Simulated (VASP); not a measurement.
# In (R-3m) in VASP: a series of runs

The runs below take In through single point, with PBE.

Program: VASP 6.6.1. These are calculated values, not measurements. Logs are shortened: lines on timing, memory, paths and dates and some standing lists are left out, and cuts for length are marked.

## Step 1: The cell of the first run

The structure is trigonal, space group R-3m (No. 166). Conventional cell: a = 3.361 Å, b = 3.361 Å, c = 24.785 Å, α = 90.00°, β = 90.00°, γ = 120.00°. Within 4.4 Å of In (site symmetry 3m) lie 12 In at 3.36 to 3.37 Å. Within 4.4 Å of In (site symmetry -3m) lie 12 In at 3.36 to 3.37 Å.

## Step 2: Single point, PBE

INCAR

```
SYSTEM = In
PREC = Accurate ; ENCUT = 520
EDIFF = 1E-7 ; ISMEAR = -1
SIGMA = 0.05 ; LREAL = .False.
LASPH = .True. ; NELM = 80
ALGO = Fast ; ISIF = 2
LWAVE = .False. ; LCHARG = .False.
GGA = PE ; NBANDS = 26
```

KPOINTS

```
Automatic mesh
0
Gamma
  9 9 9
  0 0 0
```

POSCAR

```
In
1.0
    1.6806943363      0.9703493275      8.2618188953
   -1.6806943363      0.9703493275      8.2618188953
    0.0000000000     -1.9406986550      8.2618188953
In
3
Direct
    0.2219877600      0.2219877600      0.2219877600
    0.7780122400      0.7780122400      0.7780122400
    0.0000000000      0.0000000000      0.0000000000
```

Potentials or basis: VASP PAW PBE potentials, release 64 (In_d).

The run is started by

```console
$ cat potpaw_PBE.64/In_d/POTCAR > POTCAR
$ mpirun -np 1 vasp_std > vasp.out
```

OUTCAR:

```text
SYSTEM = In
   PREC = Accurate
   ENCUT = 520
   EDIFF = 1E-7
   ISMEAR = -1
   LREAL = .False.
   LASPH = .True.
   NELM = 80
   ISIF = 2
   GGA = PE

 ion  position               nearest neighbor table
   1  0.222  0.222  0.222-   2 3.36   2 3.36   2 3.36   3 3.37   3 3.37   3 3.37
   2  0.778  0.778  0.778-   1 3.36   1 3.36   1 3.36   3 3.37   3 3.37   3 3.37
   3  0.000  0.000  0.000-   2 3.37   2 3.37   1 3.37   1 3.37   2 3.37   1 3.37

  LATTYP: Found a trigonal (rhomboedric) cell.
 ALAT       =     8.4866932741
 COS(alpha) =     0.9215612875

  Lattice vectors:

 A1 = (   1.6806943363,   0.9703493275,   8.2618188953)
 A2 = (  -1.6806943363,   0.9703493275,   8.2618188953)
 A3 = (   0.0000000000,  -1.9406986550,   8.2618188953)

Analysis of symmetry for initial positions (statically):
=====================================================================
 Subroutine PRICEL returns:
 Original cell was already a primitive cell.

 Routine SETGRP: Setting up the symmetry group for a
 trigonal (rhombohedral) supercell.

 Subroutine GETGRP returns: Found 12 space group operations
 (whereof 12 operations were pure point group operations)
 out of a pool of 12 trial point group operations.

The static configuration has the point symmetry D_3d.

Analysis of symmetry for dynamics (positions and initial velocities):
=====================================================================
 Subroutine PRICEL returns:
 Original cell was already a primitive cell.

 Routine SETGRP: Setting up the symmetry group for a
 trigonal (rhombohedral) supercell.

 Subroutine GETGRP returns: Found 12 space group operations
 (whereof 12 operations were pure point group operations)
 out of a pool of 12 trial point group operations.

The dynamic configuration has the point symmetry D_3d.

 Subroutine INISYM returns: Found 12 space group operations
 (whereof 12 operations are pure point group operations),
 and found     1 'primitive' translations

----------------------------------------------------------------------------------------

                                     Primitive cell

  volume of cell :      80.8433

  direct lattice vectors                    reciprocal lattice vectors
     1.680694336  0.970349328  8.261818895     0.297496094  0.171759450  0.040346241
    -1.680694336  0.970349328  8.261818895    -0.297496094  0.171759450  0.040346241
     0.000000000 -1.940698655  8.261818895     0.000000000 -0.343518900  0.040346241

  length of vectors
     8.486693274  8.486693274  8.486693274     0.345880114  0.345880114  0.345880114

  position of ions in fractional coordinates (direct lattice)
     0.221987760  0.221987760  0.221987760
     0.778012240  0.778012240  0.778012240
     0.000000000  0.000000000  0.000000000

  ion indices of the primitive-cell ions
   primitive index   ion index
                 1           1
                 2           2
                 3           3

----------------------------------------------------------------------------------------

 KPOINTS: Automatic mesh

Automatic generation of k-mesh.
 Grid dimensions read from file:
 generate k-points for:    9    9    9

 Generating k-lattice:

  Cartesian coordinates                     Fractional coordinates (reciprocal lattice)
     0.033055122  0.019084383  0.004482916     0.111111111 -0.000000000  0.000000000
    -0.033055122  0.019084383  0.004482916    -0.000000000  0.111111111  0.000000000
     0.000000000 -0.038168767  0.004482916     0.000000000  0.000000000  0.111111111

  Length of vectors
     0.038431124  0.038431124  0.038431124

  Shift w.r.t. Gamma in fractional coordinates (k-lattice)
     0.000000000  0.000000000  0.000000000

 Subroutine IBZKPT returns following result:
 ===========================================

 Found     85 irreducible k-points:

 Following reciprocal coordinates:
            Coordinates               Weight
  0.000000  0.000000  0.000000      1.000000
  0.111111  0.000000 -0.000000      6.000000
  0.222222  0.000000 -0.000000      6.000000
  0.333333 -0.000000  0.000000      6.000000
  0.444444  0.000000 -0.000000      6.000000
  0.111111  0.111111 -0.000000      6.000000
[... 16 lines left out ...]
 -0.333333  0.333333  0.000000      6.000000
  0.444444  0.444444 -0.000000      6.000000
 [... further k-points ...]
   k-points           NKPTS =     85   k-points in BZ     NKDIM =     85   number of bands    NBANDS=     26
   number of dos      NEDOS =    301   number of ions     NIONS =      3
   total plane-waves  NPLWV = 262144
   dimension x,y,z NGX =    64 NGY =   64 NGZ =   64
   dimension x,y,z NGXF=   128 NGYF=  128 NGZF=  128
   ions per type =               3
   NGX,Y,Z   is equivalent  to a cutoff of  12.54, 12.54, 12.54 a.u.
   NGXF,Y,Z  is equivalent  to a cutoff of  25.07, 25.07, 25.07 a.u.
 SYSTEM =  In
   PREC   = accura    normal or accurate (medium, high low for compatibility)
   ISTART =      0    job   : 0-new  1-cont  2-samecut
   ICHARG =      2    charge: 1-file 2-atom 10-const
   ISPIN  =      1    spin polarized calculation?
   LNONCOLLINEAR =      F non collinear calculations
   LSORBIT =      F    spin-orbit coupling
   LASPH  =      T    aspherical Exc in radial PAW
   ENCUT  =  520.0 eV  38.22 Ry    6.18 a.u.  15.78 15.78 15.78*2*pi/ulx,y,z
   NELM   =     80;   NELMIN=  2; NELMDL= -5     # of ELM steps
   EDIFF  = 0.1E-06   stopping-criterion for ELM
   LREAL  =      F    real-space projection
   EDIFFG = 0.1E-05   stopping-criterion for IOM
   NSW    =      0    number of steps for IOM
   IBRION =     -1    ionic relax: 0-MD 1-quasi-New 2-CG
   NFREE  =      0    steps in history (QN), initial steepest desc. (CG)
   ISIF   =      2    stress and relaxation
   ISYM   =      2    0-nonsym 1-usesym 2-fastsym
   POTIM  = 0.5000    time-step for ionic-motion
   TEBEG  =    0.0;   TEEND  =   0.0 temperature during run
   PSTRESS=    0.0 pullay stress
   NELECT =      39.0000    total number of electrons
   NUPDOWN=      -1.0000    fix difference up-down
   EMIN   =  10.00;   EMAX   =-10.00  energy-range for DOS
   EFERMI =   0.00;   METHOD = LEGACY
   ISMEAR =    -1;   SIGMA  =   0.05  broadening in eV -4-tet -1-fermi 0-gaus
   EFERMI_NEDOS =   21; number of points for ismear=-14 and -15
   IALGO  =     68    algorithm
   IMIX   =      4    mixing-type and parameters
     AMIX     =   0.40;   BMIX     =  1.00
     AMIX_MAG =   1.60;   BMIX_MAG =  1.00
  volume/ion in A,a.u.               =      26.95       181.85
  Fermi-wavevector in a.u.,A,eV,Ry     =   1.283951  2.426316 22.429614  1.648530
  Thomas-Fermi vector in A             =   2.416174
   LORBIT       =      0    0 simple, 1 ext, 2 COOP (PROOUT), +10 PAW based schemes
   GGA     = PE    functional components
   LHFCALC =     F    Hartree Fock is set to
   AEXX    =    0.0000 exact exchange contribution
   IVDW    =     0    specifies the selected vdW correction
   LEPSILON=     F    determine dielectric tensor
   LRPA    =     F    only Hartree local field effects (RPA)
 non-spin polarized calculation
 RMM-DIIS sequential band-by-band and
  energy-cutoff  :      520.00
  volume of cell :       80.84
 maximum number of plane-waves:      2194
   NGX = 31   NGY = 31   NGZ = 31

 number of electron      38.9999997 magnetization

 Free energy of the ion-electron system (eV)
  ---------------------------------------------------
  ext. energy  EPLUGINS =         0.00000000
  ---------------------------------------------------
  free energy    TOTEN  =        -7.64755385 eV

  energy without entropy =       -7.63297992  energy(sigma->0) =       -7.64026689

 E-fermi :   7.2015     XC(G=0): -10.1136

 val. band max:        7.1923765192   @ k =  -0.2222  -0.2222   0.1111
 cond. band min:       7.2101099541   @ k =   0.2222   0.2222  -0.0000
 fundamental gap:      0.0177334349
 Fermi energy:         7.2015328541

 k-point     1 :       0.0000    0.0000    0.0000
  band No.  band energies     occupation
      1      -7.4526      2.00000
      2      -7.4452      2.00000
      3      -7.4117      2.00000
      4      -7.4072      2.00000
      5      -7.4072      2.00000
      6      -7.3849      2.00000
[... 18 lines left out ...]
     25      17.2865      0.00000
     26      17.3602      0.00000

 k-point     2 :       0.1111    0.0000   -0.0000
  band No.  band energies     occupation
      1      -7.4521      2.00000
      2      -7.4430      2.00000
      3      -7.4132      2.00000
      4      -7.4023      2.00000
      5      -7.3799      2.00000
      6      -7.3734      2.00000
[... 18 lines left out ...]
     25      16.0291      0.00000
     26      16.8218      0.00000

 k-point     3 :       0.2222    0.0000   -0.0000
  band No.  band energies     occupation
      1      -7.4935      2.00000
      2      -7.4702      2.00000
      3      -7.4083      2.00000
      4      -7.3839      2.00000
      5      -7.3647      2.00000
      6      -7.3593      2.00000
[... 18 lines left out ...]
     25      13.7608      0.00000
     26      15.5068      0.00000

 k-point     4 :       0.3333   -0.0000    0.0000
  band No.  band energies     occupation
      1      -7.5370      2.00000
      2      -7.5118      2.00000
      3      -7.4502      2.00000
      4      -7.4171      2.00000
      5      -7.4021      2.00000
      6      -7.3772      2.00000
[... 18 lines left out ...]
     25      12.6467      0.00000
     26      13.9388      0.00000
[... 496 lines left out ...]
      1      -7.4958      2.00000
      2      -7.4654      2.00000
      3      -7.4390      2.00000
      4      -7.4018      2.00000
      5      -7.3720      2.00000
      6      -7.3554      2.00000
[... 18 lines left out ...]
     25       9.8611      0.00000
     26      11.6758      0.00000

 k-point    23 :      -0.3333    0.3333    0.0000
  band No.  band energies     occupation
      1      -7.4945      2.00000
      2      -7.4406      2.00000
      3      -7.4377      2.00000
      4      -7.3665      2.00000
      5      -7.3656      2.00000
      6      -7.2974      2.00000
[... 18 lines left out ...]
     25      10.7943      0.00000
     26      11.7606      0.00000

 k-point    24 :       0.4444    0.4444   -0.0000
  band No.  band energies     occupation
      1      -7.5885      2.00000
      2      -7.5119      2.00000
      3      -7.4685      2.00000
      4      -7.4611      2.00000
      5      -7.4248      2.00000
      6      -7.3764      2.00000
[... 18 lines left out ...]
     25      13.6435      0.00000
     26      13.7039      0.00000

 [... further k-points ...]
[... 5 lines left out ...]
  --------------------------------------------------------------------------------------
  -------------------------------------------------------------------------------------
  Total        0.5592790      0.5592790      0.2868270     -0.0000000     -0.0000000     -0.0000000
  in kB       11.0839691     11.0839691      5.6844295     -0.0000000     -0.0000000     -0.0000000
  external PRESSURE =       9.2841225 kB  Pullay stress =       0.0000000 kB

 VOLUME and BASIS-vectors are now :
 -----------------------------------------------------------------------------
  energy-cutoff  :      520.00
  volume of cell :       80.84
      direct lattice vectors                 reciprocal lattice vectors
     1.680694336  0.970349328  8.261818895     0.297496094  0.171759450  0.040346241
    -1.680694336  0.970349328  8.261818895    -0.297496094  0.171759450  0.040346241
     0.000000000 -1.940698655  8.261818895     0.000000000 -0.343518900  0.040346241

 POSITION                                       TOTAL-FORCE (eV/Angst)
 -----------------------------------------------------------------------------------
      0.00000      0.00000      5.50207         0.000000     -0.000000     -0.025766
      0.00000      0.00000     19.28339         0.000000      0.000000      0.025766
      0.00000      0.00000      0.00000         0.000000     -0.000000     -0.000000
 -----------------------------------------------------------------------------------
    total drift:                                0.000000      0.000000     -0.000000

  FREE ENERGIE OF THE ION-ELECTRON SYSTEM (eV)
  ---------------------------------------------------
  free  energy   TOTEN  =        -7.6475538542 eV

  energy  without entropy=       -7.6329799174  energy(sigma->0) =       -7.64026689
```

Wall time 12 min (1 thread of Intel Xeon 6975P-C (Granite Rapids), shared host); peak memory 0.62 GiB.

Results:

```yaml
Free_energy: -7.6476 eV
Pressure: 0.9 GPa
Largest_force: 0.026 eV/Å
```

Forces in eV/Å, atoms in the order of the input:
```
In   0.000  0.000 -0.026
In   0.000  0.000  0.026
In   0.000  0.000  0.000
```

Stress tensor (GPa, compression positive):
```
1.11 0.00 0.00
0.00 1.11 0.00
0.00 0.00 0.57
```

Caveat: spin-orbit coupling is left out, which moves the levels of the heavy elements.

[end of part 1 of 2]
